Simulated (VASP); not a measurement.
# Bi (P6_3/mmc) in VASP: notebook

The runs below take Bi through single point, with PBE.

Everything below comes from runs of VASP 6.6.1. Logs are shortened: lines on timing, memory, paths and dates and some standing lists are left out, and cuts for length are marked.

### 1 The cell of the first run

The structure is hexagonal, space group P6_3/mmc (No. 194). Conventional cell: a = 4.448 Å, b = 4.448 Å, c = 11.829 Å, α = 90.00°, β = 90.00°, γ = 120.00°. Within 5.8 Å of Bi (site symmetry -6m2) lie 6 Bi at 4.45 Å.

This isn't the form of Bi at room conditions, which is rhombohedral.

### 2 Single point, PBE (equal xx and yy strain of -2 %)

File INCAR:

```
PREC = Accurate ; ENCUT = 520
EDIFF = 1E-6 ; ISMEAR = -1
SIGMA = 0.03 ; LREAL = False
LASPH = True ; NELM = 80
ALGO = Normal ; ISIF = 2
LWAVE = False ; LCHARG = False
GGA = PE ; NBANDS = 22
```

File KPOINTS:

```
Automatic mesh
0
Gamma
  9 9 3
```

File POSCAR:

```
Bi
1.0
    4.4482202937      0.0000000000      0.0000000000
   -2.2241101469      3.8522717760      0.0000000000
    0.0000000000      0.0000000000     11.8290000000
Bi
2
Direct
    0.3333333333      0.6666666667      0.2500000000
    0.6666666667      0.3333333333      0.7500000000
```

Potentials or basis: VASP PAW PBE potentials, release 64 (Bi_d).

The run is started by

```console
cat potpaw_PBE.64/Bi_d/POTCAR > POTCAR
mpirun -np 1 vasp_std > vasp.out
```

OUTCAR:

```text
PREC = Accurate
   ENCUT = 520
   EDIFF = 1E-6
   ISMEAR = -1
   LREAL = False
   LASPH = True
   NELM = 80
   ISIF = 2
   GGA = PE

 ion  position               nearest neighbor table
   1  0.333  0.667  0.250-
   2  0.667  0.333  0.750-

  LATTYP: Found a hexagonal cell.
 ALAT       =     4.4482202937
 C/A-ratio  =     2.6592657780

  Lattice vectors:

 A1 = (   4.4482202937,   0.0000000000,   0.0000000000)
 A2 = (  -2.2241101469,   3.8522717760,   0.0000000000)
 A3 = (   0.0000000000,   0.0000000000,  11.8290000000)

Analysis of symmetry for initial positions (statically):
=====================================================================
 Subroutine PRICEL returns:
 Original cell was already a primitive cell.

 Routine SETGRP: Setting up the symmetry group for a
 hexagonal supercell.

 Subroutine GETGRP returns: Found 24 space group operations
 (whereof 12 operations were pure point group operations)
 out of a pool of 24 trial point group operations.

The static configuration has the point symmetry D_3d.
 The point group associated with its full space group is D_6h.

Analysis of symmetry for dynamics (positions and initial velocities):
=====================================================================
 Subroutine PRICEL returns:
 Original cell was already a primitive cell.

 Routine SETGRP: Setting up the symmetry group for a
 hexagonal supercell.

 Subroutine GETGRP returns: Found 24 space group operations
 (whereof 12 operations were pure point group operations)
 out of a pool of 24 trial point group operations.

The dynamic configuration has the point symmetry D_3d.
 The point group associated with its full space group is D_6h.

 Subroutine INISYM returns: Found 24 space group operations
 (whereof 12 operations are pure point group operations),
 and found     1 'primitive' translations

----------------------------------------------------------------------------------------

                                     Primitive cell

  volume of cell :     202.6988

  direct lattice vectors                    reciprocal lattice vectors
     4.448220294  0.000000000  0.000000000     0.224809010  0.129793542  0.000000000
    -2.224110147  3.852271776  0.000000000     0.000000000  0.259587085  0.000000000
     0.000000000  0.000000000 11.829000000     0.000000000  0.000000000  0.084538000

  length of vectors
     4.448220294  4.448220294 11.829000000     0.259587085  0.259587085  0.084538000

  position of ions in fractional coordinates (direct lattice)
     0.333333333  0.666666667  0.250000000
     0.666666667  0.333333333  0.750000000

  ion indices of the primitive-cell ions
   primitive index   ion index
                 1           1
                 2           2

----------------------------------------------------------------------------------------

 KPOINTS: Automatic mesh

Automatic generation of k-mesh.
 Grid dimensions read from file:
 generate k-points for:    9    9    3

 Generating k-lattice:

  Cartesian coordinates                     Fractional coordinates (reciprocal lattice)
     0.024978779  0.014421505  0.000000000     0.111111111  0.000000000  0.000000000
     0.000000000  0.028843009  0.000000000     0.000000000  0.111111111  0.000000000
     0.000000000  0.000000000  0.028179333     0.000000000  0.000000000  0.333333333

  Length of vectors
     0.028843009  0.028843009  0.028179333

  Shift w.r.t. Gamma in fractional coordinates (k-lattice)
     0.000000000  0.000000000  0.000000000

 Subroutine IBZKPT returns following result:
 ===========================================

 Found     24 irreducible k-points:

 Following reciprocal coordinates:
            Coordinates               Weight
  0.000000  0.000000  0.000000      1.000000
  0.111111  0.000000  0.000000      6.000000
  0.222222  0.000000  0.000000      6.000000
  0.333333 -0.000000  0.000000      6.000000
  0.444444  0.000000  0.000000      6.000000
  0.111111  0.111111  0.000000      6.000000
[... 16 lines left out ...]
  0.333333  0.222222  0.333333     24.000000
  0.333333  0.333333  0.333333      4.000000
   k-points           NKPTS =     24   k-points in BZ     NKDIM =     24   number of bands    NBANDS=     22
   number of dos      NEDOS =    301   number of ions     NIONS =      2
   total plane-waves  NPLWV = 116640
   dimension x,y,z NGX =    36 NGY =   36 NGZ =   90
   dimension x,y,z NGXF=    72 NGYF=   72 NGZF=  180
   ions per type =               2
   NGX,Y,Z   is equivalent  to a cutoff of  13.45, 13.45, 12.65 a.u.
   NGXF,Y,Z  is equivalent  to a cutoff of  26.91, 26.91, 25.30 a.u.
 SYSTEM =  unknown system
   PREC   = accura    normal or accurate (medium, high low for compatibility)
   ISTART =      0    job   : 0-new  1-cont  2-samecut
   ICHARG =      2    charge: 1-file 2-atom 10-const
   ISPIN  =      1    spin polarized calculation?
   LNONCOLLINEAR =      F non collinear calculations
   LSORBIT =      F    spin-orbit coupling
   LASPH  =      T    aspherical Exc in radial PAW
   ENCUT  =  520.0 eV  38.22 Ry    6.18 a.u.   8.27  8.27 21.99*2*pi/ulx,y,z
   NELM   =     80;   NELMIN=  2; NELMDL= -5     # of ELM steps
   EDIFF  = 0.1E-05   stopping-criterion for ELM
   LREAL  =      F    real-space projection
   EDIFFG = 0.1E-04   stopping-criterion for IOM
   NSW    =      0    number of steps for IOM
   IBRION =     -1    ionic relax: 0-MD 1-quasi-New 2-CG
   NFREE  =      0    steps in history (QN), initial steepest desc. (CG)
   ISIF   =      2    stress and relaxation
   ISYM   =      2    0-nonsym 1-usesym 2-fastsym
   POTIM  = 0.5000    time-step for ionic-motion
   TEBEG  =    0.0;   TEEND  =   0.0 temperature during run
   PSTRESS=    0.0 pullay stress
   NELECT =      30.0000    total number of electrons
   NUPDOWN=      -1.0000    fix difference up-down
   EMIN   =  10.00;   EMAX   =-10.00  energy-range for DOS
   EFERMI =   0.00;   METHOD = LEGACY
   ISMEAR =    -1;   SIGMA  =   0.03  broadening in eV -4-tet -1-fermi 0-gaus
   EFERMI_NEDOS =   21; number of points for ismear=-14 and -15
   IALGO  =     38    algorithm
   IMIX   =      4    mixing-type and parameters
     AMIX     =   0.40;   BMIX     =  1.00
     AMIX_MAG =   1.60;   BMIX_MAG =  1.00
  volume/ion in A,a.u.               =     101.35       683.94
  Fermi-wavevector in a.u.,A,eV,Ry     =   0.865961  1.636428 10.202844  0.749888
  Thomas-Fermi vector in A             =   1.984280
   LORBIT       =      0    0 simple, 1 ext, 2 COOP (PROOUT), +10 PAW based schemes
   GGA     = PE    functional components
   LHFCALC =     F    Hartree Fock is set to
   AEXX    =    0.0000 exact exchange contribution
   IVDW    =     0    specifies the selected vdW correction
   LEPSILON=     F    determine dielectric tensor
   LRPA    =     F    only Hartree local field effects (RPA)
 non-spin polarized calculation
  energy-cutoff  :      520.00
  volume of cell :      202.70
 maximum number of plane-waves:      5487
 NGX is ok and might be reduce to    36
   NGX = 17   NGY = 17   NGZ = 43

 number of electron      30.0000011 magnetization

 Free energy of the ion-electron system (eV)
  ---------------------------------------------------
  ext. energy  EPLUGINS =         0.00000000
  ---------------------------------------------------
  free energy    TOTEN  =        -3.47820399 eV

  energy without entropy =       -3.45781803  energy(sigma->0) =       -3.46801101

 E-fermi :  -0.8954     XC(G=0):  -5.4233

 val. band max:       -0.9035233402   @ k =   0.3333  -0.0000   0.3333
 cond. band min:      -0.8923698031   @ k =   0.2222   0.1111   0.0000
 fundamental gap:      0.0111535371
 Fermi energy:        -0.8953851866

 k-point     1 :       0.0000    0.0000    0.0000
  band No.  band energies     occupation
      1     -23.7186      2.00000
      2     -23.7185      2.00000
      3     -23.7115      2.00000
      4     -23.7115      2.00000
      5     -23.7115      2.00000
      6     -23.7115      2.00000
[... 14 lines left out ...]
     21       4.8814      0.00000
     22       5.0516      0.00000

 k-point     2 :       0.1111    0.0000    0.0000
  band No.  band energies     occupation
      1     -23.7180      2.00000
      2     -23.7180      2.00000
      3     -23.7119      2.00000
      4     -23.7119      2.00000
      5     -23.7116      2.00000
      6     -23.7116      2.00000
[... 14 lines left out ...]
     21       5.0151      0.00000
     22       5.3514      0.00000

 k-point     3 :       0.2222    0.0000    0.0000
  band No.  band energies     occupation
      1     -23.7168      2.00000
      2     -23.7168      2.00000
      3     -23.7128      2.00000
      4     -23.7128      2.00000
      5     -23.7119      2.00000
      6     -23.7118      2.00000
[... 14 lines left out ...]
     21       5.0336      0.00000
     22       5.5465      0.00000

 k-point     4 :       0.3333   -0.0000    0.0000
  band No.  band energies     occupation
      1     -23.7157      2.00000
      2     -23.7157      2.00000
      3     -23.7139      2.00000
      4     -23.7139      2.00000
      5     -23.7121      2.00000
      6     -23.7121      2.00000
[... 14 lines left out ...]
     21       4.7065      0.00000
     22       5.1782      0.00000

 k-point     5 :       0.4444    0.0000    0.0000
  band No.  band energies     occupation
      1     -23.7152      2.00000
      2     -23.7152      2.00000
      3     -23.7146      2.00000
      4     -23.7145      2.00000
      5     -23.7123      2.00000
      6     -23.7123      2.00000
[... 417 lines left out ...]
 k-point    22 :       0.2222    0.2222    0.3333
  band No.  band energies     occupation
      1     -23.7145      2.00000
      2     -23.7145      2.00000
      3     -23.7139      2.00000
      4     -23.7139      2.00000
      5     -23.7126      2.00000
      6     -23.7126      2.00000
[... 14 lines left out ...]
     21       5.6232      0.00000
     22       5.9979      0.00000

 k-point    23 :       0.3333    0.2222    0.3333
  band No.  band energies     occupation
      1     -23.7142      2.00000
      2     -23.7142      2.00000
      3     -23.7137      2.00000
      4     -23.7137      2.00000
      5     -23.7131      2.00000
      6     -23.7131      2.00000
[... 14 lines left out ...]
     21       5.3209      0.00000
     22       5.7557      0.00000

 k-point    24 :       0.3333    0.3333    0.3333
  band No.  band energies     occupation
      1     -23.7137      2.00000
      2     -23.7137      2.00000
      3     -23.7137      2.00000
      4     -23.7137      2.00000
      5     -23.7131      2.00000
      6     -23.7131      2.00000
[... 14 lines left out ...]
     21       4.7174      0.00000
     22       5.2258      0.00000

------------------------ aborting loop because EDIFF is reached ----------------------------------------

  FORCE on cell =-STRESS in cart. coord.  units (eV):
  Direction    XX          YY          ZZ          XY          YZ          ZX
  --------------------------------------------------------------------------------------
  -------------------------------------------------------------------------------------
  Total       -6.4882039     -6.4882039     -0.4136186      0.0000000      0.0000000      0.0000000
  in kB      -51.2842295    -51.2842295     -3.2693347      0.0000000      0.0000000      0.0000000
  external PRESSURE =     -35.2792646 kB  Pullay stress =       0.0000000 kB

 VOLUME and BASIS-vectors are now :
 -----------------------------------------------------------------------------
  energy-cutoff  :      520.00
  volume of cell :      202.70
      direct lattice vectors                 reciprocal lattice vectors
     4.448220294  0.000000000  0.000000000     0.224809010  0.129793542  0.000000000
    -2.224110147  3.852271776  0.000000000     0.000000000  0.259587085  0.000000000
     0.000000000  0.000000000 11.829000000     0.000000000  0.000000000  0.084538000

 POSITION                                       TOTAL-FORCE (eV/Angst)
 -----------------------------------------------------------------------------------
     -0.00000      2.56818      2.95725        -0.000000      0.000000      0.000000
      2.22411      1.28409      8.87175         0.000000     -0.000000      0.000000
 -----------------------------------------------------------------------------------
    total drift:                               -0.000000      0.000000      0.000000

  FREE ENERGIE OF THE ION-ELECTRON SYSTEM (eV)
  ---------------------------------------------------
  free  energy   TOTEN  =        -3.4782039883 eV

  energy  without entropy=       -3.4578180344  energy(sigma->0) =       -3.46801101
```

It took 41 s on 1 thread of Intel Xeon 6975P-C (Granite Rapids), shared host; peak memory 0.35 GiB.

What came out:

| Item | Value |
| --- | --- |
| Free energy | -3.4782 eV |
| Pressure | -3.5 GPa |
| Band gap on the k mesh | zero (bands 15 and 16 overlap by 2.36 eV) |

Caveat: the cell differs from its parent crystal (equal xx and yy strain of -2 %); the cell stands under tension; spin-orbit coupling is left out, which moves the levels of the heavy elements.

### 3 Single point, PBE (equal xx and yy strain of +1 %)

File INCAR:

```
SYSTEM = Bi
PREC = Accurate
ENCUT = 520
EDIFF = 1E-6
ISMEAR = -1
SIGMA = 0.03
LREAL = .FALSE.
LASPH = .TRUE.
NELM = 100
ALGO = Normal
ISIF = 2
LWAVE = .FALSE.
LCHARG = .FALSE.
GGA = PE
NBANDS = 22
```

File KPOINTS:

```
regular mesh
0
G
  9 9 3
  0 0 0
```

File POSCAR:

```
Bi
1.0
    4.5843903027      0.0000000000      0.0000000000
   -2.2921951514      3.9701984631      0.0000000000
    0.0000000000      0.0000000000     11.8290000000
Bi
2
Direct
    0.3333333333      0.6666666667      0.2500000000
    0.6666666667      0.3333333333      0.7500000000
```

Potentials or basis: VASP PAW PBE potentials, release 64 (Bi_d).

The run is started by

```console
cat potpaw_PBE.64/Bi_d/POTCAR > POTCAR
mpirun -np 1 vasp_std > vasp.out
```

OUTCAR:

```text
SYSTEM = Bi
   PREC = Accurate
   ENCUT = 520
   EDIFF = 1E-6
   ISMEAR = -1
   LREAL = .FALSE.
   LASPH = .TRUE.
   NELM = 100
   ISIF = 2
   GGA = PE

 ion  position               nearest neighbor table
   1  0.333  0.667  0.250-
   2  0.667  0.333  0.750-

  LATTYP: Found a hexagonal cell.
 ALAT       =     4.5843903027
 C/A-ratio  =     2.5802776856

  Lattice vectors:

[... 193 lines left out ...]
      6     -23.9436      2.00000
[... 589 lines left out ...]
     21       4.4329      0.00000
     22       4.9593      0.00000

------------------------ aborting loop because EDIFF is reached ----------------------------------------

  FORCE on cell =-STRESS in cart. coord.  units (eV):
  Direction    XX          YY          ZZ          XY          YZ          ZX
  --------------------------------------------------------------------------------------
  -------------------------------------------------------------------------------------
  Total       -6.1557658     -6.1557658     -0.4670298      0.0000000      0.0000000      0.0000000
  in kB      -45.8090025    -45.8090025     -3.4754683      0.0000000      0.0000000      0.0000000
  external PRESSURE =     -31.6978244 kB  Pullay stress =       0.0000000 kB

 VOLUME and BASIS-vectors are now :
 -----------------------------------------------------------------------------
  energy-cutoff  :      520.00
  volume of cell :      215.30
      direct lattice vectors                 reciprocal lattice vectors
     4.584390303  0.000000000  0.000000000     0.218131515  0.125938289  0.000000000
    -2.292195151  3.970198463  0.000000000     0.000000000  0.251876577  0.000000000
     0.000000000  0.000000000 11.829000000     0.000000000  0.000000000  0.084538000

 POSITION                                       TOTAL-FORCE (eV/Angst)
 -----------------------------------------------------------------------------------
     -0.00000      2.64680      2.95725        -0.000000      0.000000      0.000000
      2.29220      1.32340      8.87175         0.000000     -0.000000      0.000000
 -----------------------------------------------------------------------------------
    total drift:                               -0.000000      0.000000      0.000000

  FREE ENERGIE OF THE ION-ELECTRON SYSTEM (eV)
  ---------------------------------------------------
  free  energy   TOTEN  =        -3.0981487523 eV

  energy  without entropy=       -3.0749024984  energy(sigma->0) =       -3.08652563
```

It took 44 s on 1 thread of Intel Xeon 6975P-C (Granite Rapids), shared host; peak memory 0.36 GiB.

Results:

- Free energy: -3.0981 eV
- Pressure: -3.2 GPa
- Band gap on the k mesh: zero (bands 15 and 16 overlap by 2.02 eV)

Stress tensor (GPa, compression positive):
```
-4.58  0.00  0.00
 0.00 -4.58  0.00
 0.00  0.00 -0.35
```

Caveat: the cell differs from its parent crystal (equal xx and yy strain of +1 %); the cell stands under tension; spin-orbit coupling is left out, which moves the levels of the heavy elements.

(Continued in part 2 of 2.)
